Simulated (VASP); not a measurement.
LiF, 4 atoms in the cell. It takes space group P6_3mc (No. 186, hexagonal). The conventional cell has a = 3.305 Å, b = 3.305 Å, c = 4.735 Å, α = 90.00°, β = 90.00°, γ = 120.00°. Li (site symmetry 3m) has 4 F at 1.83 to 1.98 Å within 2.4 Å. Within 2.4 Å of F (site symmetry 3m) lie 4 Li at 1.83 to 1.98 Å.  This cell differs from its parent crystal: volume 11.200 Å^3 an atom, c/a of the conventional cell 1.4325.

```yaml
Program: VASP 6.6.1
Task: single point
Functional: PBE
Potentials_or_basis: VASP PAW PBE potentials, release 64 (Li_sv, F)
Cutoff: 520 eV
k_mesh: 9 × 9 × 6
Occupations: gaussian, width 0.05 eV
Spin: no spin polarisation
Dipole_correction: no
Further_INCAR_settings: ALGO = Normal; EDIFF = 1e-06; NBANDS = 18
```

Potentials or basis: VASP PAW PBE potentials, release 64 (Li_sv, F).

Launch:

```bash
$ cat potpaw_PBE.64/Li_sv/POTCAR potpaw_PBE.64/F/POTCAR > POTCAR
$ mpirun -np 1 vasp_std > vasp.out
```

Hardware: 1 thread of AMD EPYC 7R13 (shared host).

Estimate the wall time of this run.

Wall time 78 s on 1 thread of AMD EPYC 7R13 (shared host), peak memory 0.15 GiB. Counts: scf iterations 13, k points 48.
